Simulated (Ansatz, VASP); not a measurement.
# Two plane-wave programs on Tl2Cl

File INCAR:

```
  PREC = Accurate
  ENCUT = 600
  EDIFF = 1E-6
  ISMEAR = 0
  SIGMA = 0.1
  LREAL = False
  LASPH = True
  NELM = 60
  ALGO = Normal
  ISIF = 3
  LWAVE = False
  LCHARG = False
  GGA = PE
  IBRION = 2
  NSW = 90
  EDIFFG = -0.04
```

The input KPOINTS:

```
regular mesh
0
Gamma
  4 4 4
```

The input POSCAR:

```
Tl2Cl
1.0
    0.0000000000      4.3935486418      4.3935486418
    4.3935486418      0.0000000000      4.3935486418
    4.3935486418      4.3935486418      0.0000000000
Tl Cl
4 2
Direct
    0.6250000000      0.6250000000      0.6250000000
    0.1250000000      0.6250000000      0.6250000000
    0.6250000000      0.6250000000      0.1250000000
    0.6250000000      0.1250000000      0.6250000000
    0.0000000000      0.0000000000      0.0000000000
    0.2500000000      0.2500000000      0.2500000000
```

Input for Ansatz:

```yaml
crystal:
  lattice:
    - [0.0, 4.3935486418, 4.3935486418]
    - [4.3935486418, 0.0, 4.3935486418]
    - [4.3935486418, 4.3935486418, 0.0]
  atoms:
    - { symbol: Tl, position: [0.625, 0.625, 0.625] }
    - { symbol: Tl, position: [0.125, 0.625, 0.625] }
    - { symbol: Tl, position: [0.625, 0.625, 0.125] }
    - { symbol: Tl, position: [0.625, 0.125, 0.625] }
    - { symbol: Cl, position: [0.0, 0.0, 0.0] }
    - { symbol: Cl, position: [0.25, 0.25, 0.25] }
basis:
  ecutwfc: 420
kpoints:
  mp_grid: { grid: [4, 4, 4] }
hamiltonian:
  xc: pbe
scf:
  occupations: { method: gaussian, width: 0.1 }
  lower_state_search: "off"
output:
  forces: true
  stress: true
  eigenvalues: true
relax:
  adjacent_minimum: "off"
  f_tol: 0.04
  max_steps: 70
  cell: { stress_tol: 0.4 }
```

Alike in both runs: task relaxation of cell and atoms; functional PBE; k mesh 4 × 4 × 4; occupations gaussian, width 0.1 eV; no spin polarisation.

```csv
,VASP,Ansatz
version,VASP 6.6.1,Ansatz 0.2.0
potentials or method,"VASP PAW PBE potentials, release 64 (Tl_d, Cl), cutoff 600 eV","scalar-relativistic, plane waves, PAW"
valence electrons in the cell,66,66
```

|  | VASP | Ansatz | Ansatz less VASP |
| --- | --- | --- | --- |
| gap on the k mesh at the Fermi level, each at its own relaxed structure (eV) | none | none | - |
| relaxed volume (Å³/atom) | 33.26 | 32.62 | -0.637 |
| relaxed length of the cell vector where the two differ most in proportion (Å) | 6.559 | 6.517 | -0.0421 |

A gap of «none» marks a metal or a gap that the smearing closes.

Neither program's run includes spin-orbit coupling. Noted on VASP's run: the volume moved by over 15 % at a fixed basis, so the end points are rough.
